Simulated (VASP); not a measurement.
Bi2Te3 (Tellurobismuthite): single point with PBEsol

Bi2Te3 (Tellurobismuthite):

```xyz
5
Lattice="2.1480 1.2401 9.6740 -2.1480 1.2401 9.6740 0.0000 -2.4803 9.6740" Properties=species:S:1:pos:R:3 pbc="T T T"
Bi    0.0000    0.0000    5.4561
Bi    0.0000    0.0000   17.3552
Te    0.0000    0.0000   11.2896
Te    0.0000    0.0000   23.2176
Te    0.0000    0.0000    0.0000
```

| Item | Value |
| --- | --- |
| Program | VASP 6.6.1 |
| Task | single point |
| Functional | PBEsol |
| Potentials or basis | VASP PAW PBE potentials, release 64 (Bi_d, Te) |
| Cutoff | 520 eV |
| k mesh | 6 × 6 × 6 |
| Occupations | fermi-dirac, width 0.1 eV |
| Spin | no spin polarisation |
| Dipole correction | no |
| Further INCAR settings | ALGO = Normal; EDIFF = 1e-06; NBANDS = 32 |

```yaml
Pressure: 4.2 GPa
Largest_force: 1.490 eV/Å
Band_gap_on_the_k_mesh: zero (band 24 reaches 7.33 eV, above the bottom of band 25 at 7.22 eV)
```

Forces in eV/Å, atoms in the order of the input:
```
Bi   0.000  0.000  1.280
Bi   0.000  0.000  0.398
Te   0.000  0.000  1.139
Te   0.000  0.000 -1.327
Te   0.000  0.000 -1.490
```

Stress tensor (GPa, compression positive):
```
4.53 0.00 0.00
0.00 4.53 0.00
0.00 0.00 3.54
```

Levels at points of the mesh, in eV from the Fermi level:
```
           k point  band 22  band 23  band 24  band 25  band 26  band 27
(0.00, 0.00, 0.00)    -0.57    -0.57    -0.44    -0.03     0.23     0.23
(0.50, 0.00, 0.00)    -2.50    -0.39    -0.27    -0.16     0.42     2.46
(0.50, 0.50, 0.00)    -2.02    -1.27    -0.56     0.32     1.02     1.93
(0.50, 0.50, 0.50)    -0.84    -0.84    -0.83     0.44     0.89     0.89
```

Run time: 7.6 min on 1 thread of Intel(R) Xeon(R) 6975P-C (Granite Rapids), on a shared host, peak memory 0.95 GiB.

Caveat: the PAW data sets were made with another functional, which shifts forces and pressure a little; spin-orbit coupling is left out, which moves the levels of the heavy elements.
